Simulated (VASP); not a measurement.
A run of VASP 6.6.1:

The input INCAR:

```
PREC = Accurate
ENCUT = 520
EDIFF = 1E-6
ISMEAR = -1
SIGMA = 0.05
LREAL = False
LASPH = True
NELM = 150
ALGO = Normal
ISIF = 2
LWAVE = False
LCHARG = False
ISPIN = 2
MAGMOM = 3 0
LORBIT = 11
LMAXMIX = 4
GGA = PE
NBANDS = 18
```

KPOINTS

```
Automatic mesh
0
Gamma
  11 11 11
```

File POSCAR:

```
FeO
1.0
    0.0000000000      2.1837639411      2.1837639411
    2.1837639411      0.0000000000      2.1837639411
    2.1837639411      2.1837639411      0.0000000000
Fe O
1 1
Direct
    0.0000000000      0.0000000000      0.0000000000
    0.5000000000      0.5000000000      0.5000000000
```

Potentials or basis: VASP PAW PBE potentials, release 64 (Fe, O).

Launch:

```sh
$ cat potpaw_PBE.64/Fe/POTCAR potpaw_PBE.64/O/POTCAR > POTCAR
$ mpirun -np 1 vasp_std > vasp.out
```

Hardware: 1 thread of Intel(R) Xeon(R) Platinum 8259CL CPU @ 2.50GHz (Skylake/Cascade Lake) (shared host).

How long does it take, and how much memory?

It took 41 s on 1 thread of Intel(R) Xeon(R) Platinum 8259CL CPU @ 2.50GHz (Skylake/Cascade Lake), on a shared host, peak memory 0.16 GiB. Counts: scf iterations 15, k points 56.
